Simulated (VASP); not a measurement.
Here is a VASP 6.6.1 calculation.

File INCAR:

```
SYSTEM = BaTiO3
  ALGO = Normal
  EDIFF = 1E-6
  ENCUT = 520
  GGA = CA
  ISIF = 2
  ISMEAR = -1
  LASPH = .TRUE.
  LCHARG = .FALSE.
  LREAL = .FALSE.
  LWAVE = .FALSE.
  NBANDS = 28
  NELM = 60
  PREC = Accurate
  SIGMA = 0.05
```

The input KPOINTS:

```
k-points
0
G
  7 7 7
  0 0 0
```

POSCAR

```
BaTiO3
1.0
    2.7696490538      1.5990576267      2.2710660605
   -2.7696490538      1.5990576267      2.2710660605
    0.0000000000     -3.1981152536      2.2710660605
Ba Ti O
1 1 3
Direct
    0.0000000000      0.0000000000      0.0000000000
    0.4845000000      0.4845000000      0.4845000000
    0.5086000000      0.0175000000      0.5086000000
    0.0175000000      0.5086000000      0.5086000000
    0.5086000000      0.5086000000      0.0175000000
```

Potentials or basis: VASP PAW LDA potentials, release 64 (Ba_sv, Ti_sv, O).

The run is started by

```sh
$ cat potpaw_LDA.64/Ba_sv/POTCAR potpaw_LDA.64/Ti_sv/POTCAR potpaw_LDA.64/O/POTCAR > POTCAR
$ mpirun -np 1 vasp_std > vasp.out
```

**Question.** What does it give for the pressure?

**Answer.** 8.2 GPa.

**Question.** What does it give for the band gap on the k mesh?

**Answer.** 2.51 eV (least direct gap 2.78 eV).

**Question.** What does it give for the largest force?

**Answer.** 0.801 eV/Å.

Forces on the atoms (eV/Å):
```
Ba   0.000  0.000 -0.123
Ti   0.000  0.000  0.801
O    0.427 -0.246 -0.226
O   -0.427 -0.246 -0.226
O    0.000  0.493 -0.226
```

Caveat: the cell stands under pressure; spin-orbit coupling is left out, which moves the levels of the heavy elements; an odd mesh through Γ misses points on the zone boundary, where band edges can lie.
